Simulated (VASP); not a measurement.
Runs of VASP 6.6.1 on PbF2. The structure is that of space group Fm-3m (No. 225), or close to it. The cells are those of the table. 

| cell | gap on the mesh (eV) | pressure (GPa) | largest force (eV/Å) |
| --- | --- | --- | --- |
| a = 4.232, b = 4.200, c = 4.200 Å, angles 59.5, 59.8, 59.8°, 3 atoms | 4.93 | -0.8 | 0.04 |
| a = 4.247, b = 4.200, c = 4.200 Å, angles 59.3, 59.6, 59.6°, 3 atoms | 4.93 | -0.7 | 0.06 |
| a = 4.310, b = 4.201, c = 4.201 Å, angles 58.3, 59.1, 59.1°, 3 atoms | (b) | -0.5 | 0.14 |
| a = 4.295, b = 4.201, c = 4.201 Å, angles 58.5, 59.3, 59.3°, 3 atoms | (a) | -0.6 | 0.12 |
| a = 4.137, b = 4.200, c = 4.200 Å, angles 61.0, 60.5, 60.5°, 3 atoms | 4.93 | -0.7 | 0.08 |

Alike in all rows: task single point; level r2SCAN; potentials or basis VASP PAW PBE potentials, release 64 (Pb_d, F); no spin polarisation; k mesh 8 × 8 × 8; cutoff (eV) 520; smearing gaussian 0.05 eV.

Task: Estimate the missing entries.

Result: (a) 4.92; (b) 4.91.

Caveats: the PAW data sets were made with another functional, which shifts forces and pressure a little; spin-orbit coupling is left out, which moves the levels of the heavy elements.

A k mesh can miss the band edges, and the runs leave out spin-orbit coupling on Pb.
